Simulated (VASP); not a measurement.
Crystal: LiF.

```
Li F
1.0
     0.00000    2.03409    2.03409
     2.03409    0.00000    2.03409
     2.03409    2.03409    0.00000
Li F
1 1
Direct
  0.00000 0.00000 0.00000
  0.50000 0.50000 0.50000
```

| Property | Result |
| --- | --- |
| Program | VASP 6.6.1 |
| Task | relaxation of cell and atoms |
| Functional | r2SCAN |
| Potentials or basis | VASP PAW PBE potentials, release 64 (Li_sv, F) |
| Cutoff | 600 eV |
| k mesh | 10 × 10 × 10 |
| Occupations | fermi-dirac, width 0.02 eV |
| Spin | no spin polarisation |

At the start: pressure -5.0 GPa; volume 8.42 Å³/atom.

Problem. How do energy, volume and symmetry change on relaxing?

Solution. Over 4 steps the energy falls by 10.3 meV/atom and the volume is 7.84 Å³/atom (-6.9 %); space group Fm-3m (No. 225, to 0.05 Å).

Step by step:
| step | energy change (eV) | largest force (eV/Å) | pressure (GPa) | volume (Å³) |
| --- | --- | --- | --- | --- |
| 1 | 0.0000 | 0.0000 | -5.04 | 16.83 |
| 2 | -0.0158 | 0.0000 | -2.72 | 16.20 |
| 3 | -0.0205 | 0.0000 | -0.16 | 15.70 |
| 4 | -0.0205 | 0.0000 | 0.00 | 15.68 |

Final structure:
```yaml
crystal:
  lattice:
    - [0.00000, 1.98641, 1.98641]
    - [1.98641, 0.00000, 1.98641]
    - [1.98641, 1.98641, 0.00000]
  atoms:
    - { symbol: Li, position: [0.00000, 0.00000, 0.00000] }
    - { symbol: F, position: [0.50000, 0.50000, 0.50000] }
```

Caveat: the cutoff is under 1.25 times the usual one of these potentials, so pressure, stress and relaxed cells hold a basis-set (Pulay) error; the PAW data sets were made with another functional, which shifts forces and pressure a little.
